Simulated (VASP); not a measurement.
GaAs:

```
CELL_PARAMETERS angstrom
0.00000 2.82685 2.82685
2.82685 0.00000 2.82685
2.82685 2.82685 0.00000
ATOMIC_POSITIONS crystal
As 0.75000 0.75000 0.75000
Ga 0.00000 0.00000 0.00000
```

Base run:

| Item | Value |
| --- | --- |
| Program | VASP 6.6.1 |
| Functional | PBE0 |
| Potentials or basis | VASP PAW PBE potentials, release 64 (As, Ga_d) |
| Cutoff | 520 eV |
| k mesh | 6 × 6 × 6 |
| Occupations | gaussian, width 0.02 eV |
| Spin | no spin polarisation |

Its results: band gap on the k mesh 2.02 eV; pressure 0.8 GPa.

Task: The run is repeated on the same cell with these changes: functional from PBE0 to HSE03. What comes out?

Result: Band gap on the k mesh 1.26 eV; pressure 1.3 GPa.

Caveats: the PAW data sets were made with another functional, which shifts forces and pressure a little.
